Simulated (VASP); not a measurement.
The system is InO5.

```
In O
1.0
     0.00000    3.10151    3.10151
     3.10151    0.00000    3.10151
     3.10151    3.10151    0.00000
In O
1 5
Direct
  0.00000 0.00000 0.00000
  0.62503 0.62503 0.62503
  0.12490 0.62503 0.62503
  0.62503 0.62503 0.12490
  0.62503 0.12490 0.62503
  0.25000 0.25000 0.25000
```

The cell was generated, and may not be a known phase.

- Program: VASP 6.6.1
- Task: relaxation of cell and atoms
- Functional: PBE
- Potentials or basis: VASP PAW PBE potentials, release 64 (In_d, O)
- Cutoff: 600 eV
- k mesh: 6 × 6 × 6
- Occupations: gaussian, width 0.1 eV
- Spin: collinear spin, ferromagnetic start
- Starting moments: [0.0, 1.01, 1.01, 1.01, 1.01, 1.01] μB

At the start: pressure -3.1 GPa; volume 9.94 Å³/atom.

Q: How do energy, volume and symmetry change on relaxing?

A: Over 4 steps the energy falls by 2.9 meV/atom and the volume is 9.68 Å³/atom (-2.7 %); space group F-43m (No. 216, to 0.1 Å) before and after; moment 2.92 μB per cell.

The path:
| step | energy change (eV) | largest force (eV/Å) | pressure (GPa) | volume (Å³) |
| --- | --- | --- | --- | --- |
| 1 | 0.0000 | 0.1011 | -3.08 | 59.67 |
| 2 | -0.0167 | 0.0608 | 0.18 | 58.04 |
| 3 | -0.0167 | 0.0615 | 0.12 | 58.06 |
| 4 | -0.0173 | 0.0252 | 0.05 | 58.09 |

Final structure:
```
CELL_PARAMETERS angstrom
0.00000 3.07385 3.07385
3.07385 0.00000 3.07385
3.07385 3.07385 0.00000
ATOMIC_POSITIONS crystal
In 0.00000 0.00000 0.00000
O 0.62430 0.62430 0.62430
O 0.12710 0.62430 0.62430
O 0.62430 0.62430 0.12710
O 0.62430 0.12710 0.62430
O 0.25000 0.25000 0.25000
```
